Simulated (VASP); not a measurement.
Write the native input for VASP 6.6.1 that does the following.

| Property | Result |
| --- | --- |
| Task | single point |
| Functional | PBE |
| Potentials or basis | VASP PAW PBE potentials, release 64 (W_sv) |
| Cutoff | 520 eV |
| k mesh | 8 × 8 × 8 |
| Occupations | gaussian, width 0.1 eV |
| Spin | no spin polarisation |
| Dipole correction | no |
| Further INCAR settings | ALGO = Fast; EDIFF = 1e-06; NBANDS = 13 |

The structure of W lies in POSCAR:

```
W
1.0
    0.0000000000      2.1875796400      2.2139034000
    1.6881542600      0.0000000000      2.2139034000
    1.6881542600      2.1875796400      0.0000000000
W
1
Direct
    0.0000000000      0.0000000000      0.0000000000
```

One way to write it, as run:

INCAR

```
PREC     = Accurate       # precision mode
ENCUT    = 520            # plane-wave cutoff, eV
EDIFF    = 1E-6           # SCF threshold, eV
ISMEAR   = 0              # smearing method
SIGMA    = 0.1            # smearing width, eV
LREAL    = F              # projectors in reciprocal space
LASPH    = T              # aspherical terms in the spheres
NELM     = 80             # most SCF steps
ALGO     = Fast           # electronic algorithm
ISIF     = 2              # what is computed and relaxed
LWAVE    = F              # write WAVECAR
LCHARG   = F              # write CHGCAR
GGA      = PE             # functional
NBANDS   = 13             # bands
```

KPOINTS

```
Automatic mesh
0
Gamma
  8 8 8
```

Potentials or basis: VASP PAW PBE potentials, release 64 (W_sv).

Command:

```console
$ cat potpaw_PBE.64/W_sv/POTCAR > POTCAR
$ mpirun -np 1 vasp_std > vasp.out
```

It gave:

- Pressure: -2.2 GPa
- Band gap on the k mesh: zero (band 7 reaches 15.74 eV, above the bottom of band 8 at 10.27 eV)

Caveat: spin-orbit coupling is left out, which moves the levels of the heavy elements.

Run time: 11 s on 1 thread of Intel(R) Xeon(R) Platinum 8559C (Emerald Rapids), with other jobs on the host, peak memory 0.15 GiB.
